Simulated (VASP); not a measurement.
A run of VASP 6.6.1 is set up as follows.

Contents of POSCAR:

```
BP
1.0
    0.0000000000      2.2848668458      2.2848668458
    2.2848668458      0.0000000000      2.2848668458
    2.2848668458      2.2848668458      0.0000000000
B P
1 1
Direct
    0.0000000000      0.0000000000      0.0000000000
    0.2500000000      0.2500000000      0.2500000000
```

The input INCAR.step1:

```
ALGO     = Normal         # electronic algorithm
EDIFF    = 1E-5           # SCF threshold, eV
ENCUT    = 520            # plane-wave cutoff, eV
GGA      = PE             # functional
ISIF     = 2              # what is computed and relaxed
ISMEAR   = 0              # smearing method
LASPH    = True           # aspherical terms in the spheres
LCHARG   = False          # write CHGCAR
LREAL    = False          # projectors in reciprocal space
LWAVE    = True           # write WAVECAR
NBANDS   = 11             # bands
NELM     = 80             # most SCF steps
PREC     = Accurate       # precision mode
SIGMA    = 0.02           # smearing width, eV
```

Contents of INCAR.step2:

```
ALGO     = Normal         # electronic algorithm
EDIFF    = 1E-6           # SCF threshold, eV
ENCUT    = 520            # plane-wave cutoff, eV
GGA      = PE             # functional
HFSCREEN = 0.2079         # screening, 1/A
ISIF     = 2              # what is computed and relaxed
ISMEAR   = 0              # smearing method
ISTART   = 1            
LASPH    = True           # aspherical terms in the spheres
LCHARG   = False          # write CHGCAR
LHFCALC  = True           # exact exchange
LREAL    = False          # projectors in reciprocal space
LWAVE    = False          # write WAVECAR
NBANDS   = 11             # bands
NELM     = 80             # most SCF steps
PREC     = Accurate       # precision mode
PRECFOCK = Normal       
SIGMA    = 0.02           # smearing width, eV
```

Contents of KPOINTS:

```
k-points
0
Gamma
  6 6 6
```

Potentials or basis: VASP PAW PBE potentials, release 64 (B, P).

Command:

```console
$ cat potpaw_PBE.64/B/POTCAR potpaw_PBE.64/P/POTCAR > POTCAR
$ cp INCAR.step1 INCAR
$ mpirun -np 1 vasp_std > vasp.out
$ cp INCAR.step2 INCAR
$ mpirun -np 1 vasp_std > vasp.out
```

Problem. Predict the band gap on the k mesh.

Solution. 2.10 eV (least direct gap 4.30 eV).

Problem. Predict the pressure.

Solution. -5.4 GPa.

Caveat: the cell stands under tension; the PAW data sets were made with another functional, which shifts forces and pressure a little. A k mesh can miss the band edges.
